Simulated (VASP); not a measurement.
# NiO (P3m1) in VASP: single point with PBE+U

Aim: the single point of NiO with PBE+U.

Everything below comes from runs of VASP 6.6.1. Logs are shortened: lines on timing, memory, paths and dates and some standing lists are left out, and cuts for length are marked.

### Step 1. The cell of the first run

It takes space group P3m1 (No. 156, trigonal). The conventional cell has a = 3.018 Å, b = 3.018 Å, c = 15.783 Å, α = 90.00°, β = 90.00°, γ = 120.00°. Ni (site symmetry 3m) has 6 O at 2.13 Å within 2.8 Å. Ni (site symmetry 3m) has 6 O at 2.13 to 2.83 Å within 2.9 Å. Within 2.8 Å of Ni (site symmetry 3m) lie 6 O at 2.13 Å. Ni (site symmetry 3m) has 6 O at 2.13 Å within 2.8 Å. Ni (site symmetry 3m) has 6 O at 2.13 Å within 2.8 Å. Ni (site symmetry 3m) has 6 O at 2.13 Å within 2.8 Å. Within 2.8 Å of O (site symmetry 3m) lie 6 Ni at 2.13 Å. O (site symmetry 3m) has 6 Ni at 2.13 Å within 2.8 Å.

### Step 2. Single point, PBE+U, collinear spin, ferromagnetic start (the distance across one plane changed)

Input file INCAR:

```
SYSTEM = NiO
  PREC = Accurate
  ENCUT = 520
  EDIFF = 1E-7
  ISMEAR = 0
  SIGMA = 0.05
  LREAL = .False.
  LASPH = .True.
  NELM = 150
  ALGO = Normal
  ISIF = 2
  LWAVE = .False.
  LCHARG = .False.
  ISPIN = 2
  MAGMOM = 1.91 1.91 1.91 1.91 1.91 1.91 0.21 0.21 0.21 0.21 0.21 0.21
  LORBIT = 11
  LMAXMIX = 4
  LDAU = .True.
  LDAUTYPE = 2
  LDAUL = 2 -1
  LDAUU = 6.2 0
  LDAUJ = 0 0
  LDAUPRINT = 1
  GGA = PE
  NBANDS = 64
```

Input file KPOINTS:

```
regular mesh
0
Gamma
  10 10 2
  0 0 0
```

Input file POSCAR:

```
NiO
1.0
    2.1337134515     -2.1337134515      0.0000000000
    2.1337134515      0.0000000000     -2.1337134515
    9.1122040754      9.1122040754      9.1122040754
Ni O
6 6
Direct
    0.3333333333      0.3333333333      0.1951333100
    0.6666666667      0.6666666667      0.0390266620
    0.0000000000      0.0000000000      0.3512399581
    0.3333333333      0.3333333333      0.6634532541
    0.6666666667      0.6666666667      0.5073466061
    0.0000000000      0.0000000000      0.8195599022
    0.6666666667      0.6666666667      0.2731866341
    0.0000000000      0.0000000000      0.1170799860
    0.3333333333      0.3333333333      0.4292932821
    0.6666666667      0.6666666667      0.7415065781
    1.0000000000      1.0000000000      0.5853999301
    0.3333333333      0.3333333333      0.8976132262
```

Potentials or basis: VASP PAW PBE potentials, release 64 (Ni, O).

Run with:

```sh
$ cat potpaw_PBE.64/Ni/POTCAR potpaw_PBE.64/O/POTCAR > POTCAR
$ mpirun -np 1 vasp_std > vasp.out
```

OUTCAR:

```text
SYSTEM = NiO
   PREC = Accurate
   ENCUT = 520
   EDIFF = 1E-7
   ISMEAR = 0
   LREAL = .False.
   LASPH = .True.
   NELM = 150
   ISIF = 2
   ISPIN = 2
   LORBIT = 11
   GGA = PE

 ion  position               nearest neighbor table
   1  0.333  0.333  0.195-   8 2.13   8 2.13   8 2.13   7 2.13   7 2.13   7 2.13   2 3.02   2 3.02
                             2 3.02   3 3.02   3 3.02   3 3.02
   2  0.667  0.667  0.039-   8 2.13   8 2.13   8 2.13   1 3.02   1 3.02   1 3.02
   3  0.000  0.000  0.351-   9 2.13   7 2.13   9 2.13   9 2.13   7 2.13   7 2.13   5 3.02   5 3.02
                             5 3.02   1 3.02   1 3.02   1 3.02
   4  0.333  0.333  0.663-  11 2.13  10 2.13  10 2.13  11 2.13  11 2.13  10 2.13   5 3.02   5 3.02
                             5 3.02   6 3.02   6 3.02   6 3.02
   5  0.667  0.667  0.507-   9 2.13   9 2.13  11 2.13  11 2.13  11 2.13   9 2.13   4 3.02   3 3.02
                             4 3.02   3 3.02   3 3.02   4 3.02
   6  0.000  0.000  0.820-  12 2.13  12 2.13  12 2.13  10 2.13  10 2.13  10 2.13   4 3.02   4 3.02
                             4 3.02
   7  0.667  0.667  0.273-   3 2.13   3 2.13   3 2.13   1 2.13   1 2.13   1 2.13
   8  0.000  0.000  0.117-   1 2.13   2 2.13   2 2.13   2 2.13   1 2.13   1 2.13
   9  0.333  0.333  0.429-   3 2.13   5 2.13   5 2.13   3 2.13   3 2.13   5 2.13
  10  0.667  0.667  0.742-   4 2.13   4 2.13   4 2.13   6 2.13   6 2.13   6 2.13
  11  0.000  0.000  0.585-   4 2.13   5 2.13   4 2.13   4 2.13   5 2.13   5 2.13
  12  0.333  0.333  0.898-   6 2.13   6 2.13   6 2.13

  LATTYP: Found a hexagonal cell.
 ALAT       =     3.0175265013
 C/A-ratio  =     5.2303767409

  Lattice vectors:

 A1 = (  -2.1337134515,   0.0000000000,   2.1337134515)
 A2 = (   2.1337134515,  -2.1337134515,   0.0000000000)
 A3 = (   9.1122040754,   9.1122040754,   9.1122040754)

Analysis of symmetry for initial positions (statically):
=====================================================================
 Subroutine PRICEL returns:
 Original cell was already a primitive cell.

 Routine SETGRP: Setting up the symmetry group for a
 hexagonal supercell.

 Subroutine GETGRP returns: Found  6 space group operations
 (whereof  6 operations were pure point group operations)
 out of a pool of 24 trial point group operations.

The static configuration has the point symmetry C_3v.

Analysis of symmetry for dynamics (positions and initial velocities):
=====================================================================
 Subroutine PRICEL returns:
 Original cell was already a primitive cell.

 Routine SETGRP: Setting up the symmetry group for a
 hexagonal supercell.

 Subroutine GETGRP returns: Found  6 space group operations
 (whereof  6 operations were pure point group operations)
 out of a pool of 24 trial point group operations.

The dynamic configuration has the point symmetry C_3v.

Analysis of structural, dynamic, and magnetic symmetry:
=====================================================================
 Subroutine PRICEL returns:
 Original cell was already a primitive cell.

 Routine SETGRP: Setting up the symmetry group for a
 hexagonal supercell.

 Subroutine GETGRP returns: Found  6 space group operations
 (whereof  6 operations were pure point group operations)
 out of a pool of 24 trial point group operations.

The overall configuration has the point symmetry C_3v.

 Subroutine INISYM returns: Found  6 space group operations
 (whereof  6 operations are pure point group operations),
 and found     1 'primitive' translations

----------------------------------------------------------------------------------------
[... 136 lines left out ...]
  Thomas-Fermi vector in A             =   2.612765
   LORBIT       =     11    0 simple, 1 ext, 2 COOP (PROOUT), +10 PAW based schemes
 LDA+U is selected, type is set to LDAUTYPE =  2
   angular momentum for each species LDAUL =     2   -1
   U (eV)           for each species LDAUU =   6.2  0.0
   J (eV)           for each species LDAUJ =   0.0  0.0
   GGA     = PE    functional components
   LHFCALC =     F    Hartree Fock is set to
   AEXX    =    0.0000 exact exchange contribution
   IVDW    =     0    specifies the selected vdW correction
   LEPSILON=     F    determine dielectric tensor
   LRPA    =     F    only Hartree local field effects (RPA)
 spin polarized calculation
 Gauss-broadening in eV      SIGMA  =   0.05
  energy-cutoff  :      520.00
  volume of cell :      124.46
 maximum number of plane-waves:      3418
 NGX is ok and might be reduce to    24
   NGX = 11   NGY = 11   NGZ = 59

atom =   1  type =  1  l = 2

 onsite density matrix

spin component  1
[... 182 lines left out ...]
  o =  0.1339  v =  0.0000  0.0000  0.0000  0.0000  0.0000 -0.0226  0.0156  0.9761  0.0070 -0.2156      0.0000  0.0000  0.0000  0.0000  0.0000  0.0000  0.0000  0.0000  0.0000  0.0000
  o =  0.1339  v =  0.0000  0.0000  0.0000  0.0000  0.0000  0.0050  0.0171 -0.2156 -0.0221 -0.9761      0.0000  0.0000  0.0000  0.0000  0.0000  0.0000  0.0000  0.0000  0.0000  0.0000
  o =  0.9741  v =  0.0000  0.0000  0.0000  0.0000  0.0000  0.5774  0.5774 -0.0000  0.5774  0.0000      0.0000  0.0000  0.0000  0.0000  0.0000  0.0000  0.0000  0.0000  0.0000  0.0000
  o =  0.9779  v =  0.0000  0.0000  0.0000  0.0000  0.0000 -0.0223  0.7177 -0.0008 -0.6954  0.0283      0.0000  0.0000  0.0000  0.0000  0.0000  0.0000  0.0000  0.0000  0.0000  0.0000
  o =  0.9779  v =  0.0000  0.0000  0.0000  0.0000  0.0000 -0.8159  0.3886 -0.0283  0.4272 -0.0008      0.0000  0.0000  0.0000  0.0000  0.0000  0.0000  0.0000  0.0000  0.0000  0.0000
  o =  0.9796  v = -0.5774 -0.5774 -0.0000 -0.5774 -0.0000  0.0000  0.0000  0.0000  0.0000  0.0000      0.0000  0.0000  0.0000  0.0000  0.0000  0.0000  0.0000  0.0000  0.0000  0.0000
  o =  0.9804  v =  0.7554 -0.6434  0.0501 -0.1120 -0.0204  0.0000  0.0000  0.0000  0.0000  0.0000      0.0000  0.0000  0.0000  0.0000  0.0000  0.0000  0.0000  0.0000  0.0000  0.0000
  o =  0.9804  v =  0.3068  0.5007  0.0204 -0.8076  0.0501  0.0000  0.0000  0.0000  0.0000  0.0000      0.0000  0.0000  0.0000  0.0000  0.0000  0.0000  0.0000  0.0000  0.0000  0.0000
  o =  1.0212  v =  0.0000 -0.0383 -0.0000  0.0383  0.9985  0.0000  0.0000  0.0000  0.0000  0.0000      0.0000  0.0000  0.0000  0.0000  0.0000  0.0000  0.0000  0.0000  0.0000  0.0000
  o =  1.0212  v =  0.0442 -0.0221 -0.9985 -0.0221 -0.0000  0.0000  0.0000  0.0000  0.0000  0.0000      0.0000  0.0000  0.0000  0.0000  0.0000  0.0000  0.0000  0.0000  0.0000  0.0000

 number of electron      96.0000025 magnetization      11.9345927

 Free energy of the ion-electron system (eV)
  ---------------------------------------------------
  ext. energy  EPLUGINS =         0.00000000
  ---------------------------------------------------
  free energy    TOTEN  =       -58.37494832 eV

  energy without entropy =      -58.37202605  energy(sigma->0) =      -58.37348718

 E-fermi :   6.6477     XC(G=0): -11.8702

 val. band max:        6.6400022777   @ k =   0.1000   0.0000   0.5000
 cond. band min:       6.6839587884   @ k =   0.1000   0.0000   0.5000
 fundamental gap:      0.0439565107
 Fermi energy:         6.6477424001

 spin component 1

 k-point     1 :       0.0000    0.0000    0.0000
  band No.  band energies     occupation
      1     -14.0896      1.00000
      2     -13.3489      1.00000
      3     -12.7391      1.00000
      4     -12.1484      1.00000
      5     -11.4821      1.00000
      6     -10.1190      1.00000
[... 3017 lines left out ...]
     59      13.6360      0.00000
     60      14.1209      0.00000

 [... further k-points ...]

 [bands above 60 left out]

------------------------ aborting loop because EDIFF is reached ----------------------------------------

  FORCE on cell =-STRESS in cart. coord.  units (eV):
  Direction    XX          YY          ZZ          XY          YZ          ZX
  --------------------------------------------------------------------------------------
  -------------------------------------------------------------------------------------
  Total       -8.3356967     -8.3356967     -8.3356967     -2.5899930     -2.5899930     -2.5899930
  in kB     -107.3088651   -107.3088651   -107.3088651    -33.3420491    -33.3420491    -33.3420491
  external PRESSURE =    -107.3088651 kB  Pullay stress =       0.0000000 kB

 VOLUME and BASIS-vectors are now :
 -----------------------------------------------------------------------------
  energy-cutoff  :      520.00
  volume of cell :      124.46
      direct lattice vectors                 reciprocal lattice vectors
     2.133713451 -2.133713451  0.000000000     0.156222164 -0.312444329  0.156222164
     2.133713451  0.000000000 -2.133713451     0.156222164  0.156222164 -0.312444329
     9.112204075  9.112204075  9.112204075     0.036580978  0.036580978  0.036580978

 POSITION                                       TOTAL-FORCE (eV/Angst)
 -----------------------------------------------------------------------------------
      3.20057      1.06686      1.06686         0.322483      0.322483      0.322483
      3.20057     -1.06686     -1.06686        -1.127312     -1.127312     -1.127312
      3.20057      3.20057      3.20057         0.313418      0.313418      0.313418
      7.46800      5.33428      5.33428         0.306497      0.306497      0.306497
      7.46800      3.20057      3.20057         0.309154      0.309154      0.309154
      7.46800      7.46800      7.46800         1.112126      1.112126      1.112126
      5.33428      1.06686      1.06686        -0.315029     -0.315029     -0.315029
      1.06686      1.06686      1.06686        -0.392410     -0.392410     -0.392410
      5.33428      3.20057      3.20057        -0.309212     -0.309212     -0.309212
      9.60171      5.33428      5.33428        -0.344863     -0.344863     -0.344863
      5.33428      5.33428      5.33428        -0.309607     -0.309607     -0.309607
      9.60171      7.46800      7.46800         0.434755      0.434755      0.434755
 -----------------------------------------------------------------------------------
    total drift:                               -0.000488     -0.000488     -0.000488

  FREE ENERGIE OF THE ION-ELECTRON SYSTEM (eV)
  ---------------------------------------------------
  free  energy   TOTEN  =       -58.3749483182 eV

  energy  without entropy=      -58.3720260455  energy(sigma->0) =      -58.37348718

 total charge

# of ion       s       p       d       tot
------------------------------------------
    1        0.328   0.377   8.176   8.881
    2        0.309   0.265   8.104   8.678
    3        0.327   0.378   8.174   8.879
    4        0.327   0.378   8.174   8.879
    5        0.327   0.378   8.174   8.879
    6        0.327   0.369   8.156   8.853
    7        1.549   3.447   0.000   4.996
    8        1.554   3.430   0.000   4.984
    9        1.549   3.447   0.000   4.996
   10        1.549   3.443   0.000   4.993
   11        1.549   3.447   0.000   4.996
   12        1.570   3.281   0.000   4.851
--------------------------------------------------
tot         11.265  22.642  48.957  82.864

 magnetization (x)

# of ion       s       p       d       tot
------------------------------------------
    1        0.012   0.012   1.794   1.818
    2        0.016   0.010   1.742   1.768
    3        0.012   0.012   1.801   1.825
    4        0.011   0.012   1.800   1.824
    5        0.011   0.012   1.801   1.825
    6        0.009   0.013   1.783   1.805
    7        0.016   0.147   0.000   0.164
    8        0.016   0.127   0.000   0.144
    9        0.016   0.148   0.000   0.164
   10        0.016   0.147   0.000   0.163
   11        0.016   0.148   0.000   0.164
   12        0.012   0.175   0.000   0.188
--------------------------------------------------
tot          0.164   0.965  10.721  11.851
```

Wall time 23 min (1 thread of Oxide Virtual Turin-like, shared host); peak memory 0.45 GiB.

Results:

```
Free energy                                           : -58.3749 eV
Pressure                                              : -10.7 GPa
Largest force                                         : 1.953 eV/Å
Net moment                                            : 11.93 μB per cell
Site moments                                          : Ni +1.82, +1.77, +1.80 (each value once); O +0.16, +0.14, +0.19 (each value once) μB
Valence electrons inside the program's atomic spheres : Ni 8.88, 8.68, 8.85 (each value once); O 5.00, 4.98, 4.99, 4.85 (each value once)
```

Forces in eV/Å, atoms in the order of the input:
```
Ni   0.322  0.322  0.322
Ni  -1.127 -1.127 -1.127
Ni   0.313  0.313  0.313
Ni   0.306  0.306  0.306
Ni   0.309  0.309  0.309
Ni   1.112  1.112  1.112
O   -0.315 -0.315 -0.315
O   -0.392 -0.392 -0.392
O   -0.309 -0.309 -0.309
O   -0.345 -0.345 -0.345
O   -0.310 -0.310 -0.310
O    0.435  0.435  0.435
```

Eigenvalues of the final occupation matrices:
```csv
site,spin,trace,eigenvalues
site 1 d,1,5.00,0.98 0.98 0.98 1.03 1.03
site 1 d,2,3.20,0.13 0.13 0.98 0.98 0.98
site 2 d,1,4.93,0.98 0.98 0.98 1.00 1.00
site 2 d,2,3.19,0.13 0.13 0.97 0.97 0.98
site 3 d,1,5.00,0.98 0.98 0.98 1.03 1.03
site 3 d,2,3.20,0.13 0.13 0.98 0.98 0.98
site 4 d,1,5.00,0.98 0.98 0.98 1.03 1.03
site 4 d,2,3.20,0.13 0.13 0.98 0.98 0.98
site 5 d,1,5.00,0.98 0.98 0.98 1.03 1.03
site 5 d,2,3.20,0.13 0.13 0.98 0.98 0.98
site 6 d,1,4.98,0.98 0.98 0.98 1.02 1.02
site 6 d,2,3.20,0.13 0.13 0.97 0.98 0.98
```

Caveat: the cell differs from its parent crystal (the distance across one plane changed); the cell stands under tension; forces of over 1 eV/Å act on the atoms, so gaps and moduli don't describe the material at rest. The state reached can hang on the start; a lower one may exist.
